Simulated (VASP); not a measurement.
# KF in VASP: notebook, part 2 of 2

VASP 6.6.1. Earlier steps stand in the parts before.

## (3) Single point, PBE (20.22 Å³/atom)

This run uses another cell than the first one, of 20.22 Å³/atom.

INCAR reads:

```
SYSTEM = KF
PREC     = Accurate       ! precision mode
ENCUT    = 520            ! plane-wave cutoff, eV
EDIFF    = 1E-6           ! SCF threshold, eV
ISMEAR   = -1             ! smearing method
SIGMA    = 0.05           ! smearing width, eV
LREAL    = .FALSE.        ! projectors in reciprocal space
LASPH    = .TRUE.         ! aspherical terms in the spheres
NELM     = 60             ! most SCF steps
ALGO     = Normal         ! electronic algorithm
ISIF     = 2              ! what is computed and relaxed
LWAVE    = .FALSE.        ! write WAVECAR
LCHARG   = .FALSE.        ! write CHGCAR
GGA      = PE             ! functional
NBANDS   = 15             ! bands
```

KPOINTS reads:

```
Automatic mesh
0
G
  9 9 9
  0 0 0
```

POSCAR reads:

```
KF
1.0
    0.0000000000      2.7242525196      2.7242525196
    2.7242525196      0.0000000000      2.7242525196
    2.7242525196      2.7242525196      0.0000000000
K F
1 1
Direct
    0.0000000000      0.0000000000      0.0000000000
    0.5000000000      0.5000000000      0.5000000000
```

Potentials or basis: VASP PAW PBE potentials, release 64 (K_sv, F).

Launch:

```console
cat potpaw_PBE.64/K_sv/POTCAR potpaw_PBE.64/F/POTCAR > POTCAR
mpirun -np 1 vasp_std > vasp.out
```

OUTCAR:

```text
SYSTEM = KF
   PREC = Accurate
   ENCUT = 520
   EDIFF = 1E-6
   ISMEAR = -1
   LREAL = .FALSE.
   LASPH = .TRUE.
   NELM = 60
   ISIF = 2
   GGA = PE

 ion  position               nearest neighbor table
   1  0.000  0.000  0.000-   2 2.72   2 2.72   2 2.72   2 2.72   2 2.72   2 2.72
   2  0.500  0.500  0.500-   1 2.72   1 2.72   1 2.72   1 2.72   1 2.72   1 2.72

  LATTYP: Found a face centered cubic cell.
 ALAT       =     5.4485050392

  Lattice vectors:

 A1 = (   0.0000000000,   2.7242525196,   2.7242525196)
 A2 = (   2.7242525196,   0.0000000000,   2.7242525196)
 A3 = (   2.7242525196,   2.7242525196,   0.0000000000)

Analysis of symmetry for initial positions (statically):
=====================================================================
 Subroutine PRICEL returns:
 Original cell was already a primitive cell.

 Routine SETGRP: Setting up the symmetry group for a
 face centered cubic supercell.

 Subroutine GETGRP returns: Found 48 space group operations
 (whereof 48 operations were pure point group operations)
 out of a pool of 48 trial point group operations.

The static configuration has the point symmetry O_h .

Analysis of symmetry for dynamics (positions and initial velocities):
[... 165 lines left out ...]

 k-point     1 :       0.0000    0.0000    0.0000
  band No.  band energies     occupation
      1     -29.2567      2.00000
      2     -21.5771      2.00000
      3     -12.5455      2.00000
      4     -12.5455      2.00000
      5     -12.5455      2.00000
      6      -2.9518      2.00000
      7      -2.9518      2.00000
      8      -2.9518      2.00000
      9       2.9186      0.00000
     10       7.5614      0.00000
     11       7.5614      0.00000
     12       7.5614      0.00000
     13       9.1574      0.00000
     14       9.1574      0.00000
[... 401 lines left out ...]
      2     -21.5849      2.00000
      3     -12.9825      2.00000
      4     -12.7151      2.00000
      5     -12.7151      2.00000
      6      -3.2169      2.00000
      7      -3.0191      2.00000
      8      -3.0191      2.00000
      9       5.2406      0.00000
     10       6.7980      0.00000
     11       8.5171      0.00000
     12      10.3049      0.00000
     13      10.7365      0.00000
     14      10.7365      0.00000
     15      12.5313      0.00000

 [... further k-points ...]
[... 5 lines left out ...]
  --------------------------------------------------------------------------------------
  -------------------------------------------------------------------------------------
  Total       -0.1069671     -0.1069671     -0.1069671      0.0000000     -0.0000000     -0.0000000
  in kB       -4.2382705     -4.2382705     -4.2382705      0.0000000     -0.0000000     -0.0000000
  external PRESSURE =      -4.2382705 kB  Pullay stress =       0.0000000 kB

 VOLUME and BASIS-vectors are now :
 -----------------------------------------------------------------------------
  energy-cutoff  :      520.00
  volume of cell :       40.44
      direct lattice vectors                 reciprocal lattice vectors
     0.000000000  2.724252520  2.724252520    -0.183536583  0.183536583  0.183536583
     2.724252520  0.000000000  2.724252520     0.183536583 -0.183536583  0.183536583
     2.724252520  2.724252520  0.000000000     0.183536583  0.183536583 -0.183536583

 POSITION                                       TOTAL-FORCE (eV/Angst)
 -----------------------------------------------------------------------------------
      0.00000      0.00000      0.00000         0.000000      0.000000     -0.000000
      2.72425      2.72425      2.72425         0.000000      0.000000      0.000000
 -----------------------------------------------------------------------------------
    total drift:                                0.000000      0.000000      0.000000

  FREE ENERGIE OF THE ION-ELECTRON SYSTEM (eV)
  ---------------------------------------------------
  free  energy   TOTEN  =        -8.2992135711 eV

  energy  without entropy=       -8.2992135710  energy(sigma->0) =       -8.29921357
```

Wall time 25 s (1 thread of Intel Xeon Platinum 8259CL at 2.50GHz (Skylake/Cascade Lake), shared host); peak memory 0.17 GiB.

Results:

| Property | Result |
| --- | --- |
| Free energy | -8.2992 eV |
| Pressure | -0.4 GPa |
| Band gap on the k mesh | 5.87 eV |

Levels at points of the mesh, in eV from the valence-band top:
| k point | band 6 | band 7 | band 8 | band 9 | band 10 | band 11 |
| --- | --- | --- | --- | --- | --- | --- |
| (0.00, 0.00, 0.00) | 0.00 | 0.00 | 0.00 | 5.87 | 10.51 | 10.51 |

Caveat: an odd mesh through Γ misses points on the zone boundary, where band edges can lie.

## (4) Single point, PBE (atoms moved at random)

INCAR reads:

```
  PREC = Accurate
  ENCUT = 520
  EDIFF = 1E-6
  ISMEAR = -1
  SIGMA = 0.05
  LREAL = False
  LASPH = True
  NELM = 80
  ALGO = Normal
  ISIF = 2
  LWAVE = False
  LCHARG = False
  GGA = PE
  NBANDS = 15
```

KPOINTS reads:

```
regular mesh
0
Gamma
  9 9 9
```

POSCAR reads:

```
KF
1.0
    0.0000000000      2.6718500000      2.6718500000
    2.6718500000      0.0000000000      2.6718500000
    2.6718500000      2.6718500000      0.0000000000
K F
1 1
Direct
    0.0058160000     -0.0138380000      0.0045480000
    0.5005540000      0.4867360000      0.5172190000
```

Launch:

```console
cat potpaw_PBE.64/K_sv/POTCAR potpaw_PBE.64/F/POTCAR > POTCAR
mpirun -np 1 vasp_std > vasp.out
```

It took 3.1 min on 1 thread of Intel Xeon Platinum 8259CL at 2.50GHz (Skylake/Cascade Lake), shared host; peak memory 0.31 GiB.

It converged, with:

* Free energy: -8.2886 eV
* Pressure: 1.5 GPa
* Largest force: 0.070 eV/Å
* Band gap on the k mesh: 6.17 eV

Forces on the atoms (eV/Å):
```
K    0.059  0.033 -0.021
F   -0.059 -0.033  0.021
```

Levels at points of the mesh, in eV from the valence-band top:
```
           k point  band 4  band 5  band 6  band 7  band 8  band 9  band 10  band 11  band 12  band 13
(0.00, 0.00, 0.00)   -9.39   -9.39    0.00    0.00    0.00    6.17    10.68    10.68    10.69    12.35
```

Caveat: the cell differs from its parent crystal (atoms moved at random).

## (5) Summary

| cell | gap on the mesh (eV) | pressure (GPa) |
| --- | --- | --- |
| a = 3.804 Å, angles 60.0°, 2 atoms, atomic positions A | 6.06 | 0.7 |
| a = 3.853 Å, angles 60.0°, 2 atoms, atomic positions A | 5.87 | -0.4 |
| a = 3.779 Å, angles 60.0°, 2 atoms, atomic positions B | 6.17 | 1.5 |

Alike in all rows: task single point; level PBE; potentials or basis VASP PAW PBE potentials, release 64 (K_sv, F); no spin polarisation; k mesh 9 × 9 × 9; cutoff (eV) 520; smearing fermi-dirac 0.05 eV.

Caveats: an odd mesh through Γ misses points on the zone boundary, where band edges can lie (at least some runs).

Total energies depend on the potentials used, so only differences within one code and one set of settings carry meaning.
